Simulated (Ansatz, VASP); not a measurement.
**Two plane-wave programs on MnAs**

```
Mn As
1.0
     0.00000    2.79171    2.79171
     2.79171    0.00000    2.79171
     2.79171    2.79171    0.00000
Mn As
1 1
Cartesian
  0.0000 0.0000 0.0000
  1.3959 1.3959 1.3959
```

Alike in both runs: task single point; functional PBE; k mesh 12 × 12 × 12; occupations gaussian, width 0.05 eV; collinear spin.

```csv
,VASP,Ansatz
version,VASP 6.6.1,Ansatz 0.2.0
potentials or method,"VASP PAW PBE potentials, release 64 (Mn_pv, As), cutoff 520 eV","scalar-relativistic, plane waves, PAW"
valence electrons in the cell,18,30
```

|  | VASP | Ansatz | Ansatz less VASP |
| --- | --- | --- | --- |
| gap on the k mesh at the Fermi level (eV) | none | none | - |
| pressure (GPa) | 2.1 | 2.0 | -0.10 |
| net moment per atom (μB) | 1.78 | 1.79 | +0.005 |
| size of the moment on the site where the two differ most (μB) | 3.52 | 3.39 | -0.135 |

Site moments also hang on the region over which each program counts them. A gap of «none» marks a metal or a gap that the smearing closes. VASP's potentials hold 18 valence electrons a cell and Ansatz's 30, so a difference there can come from the potentials and not from the codes.
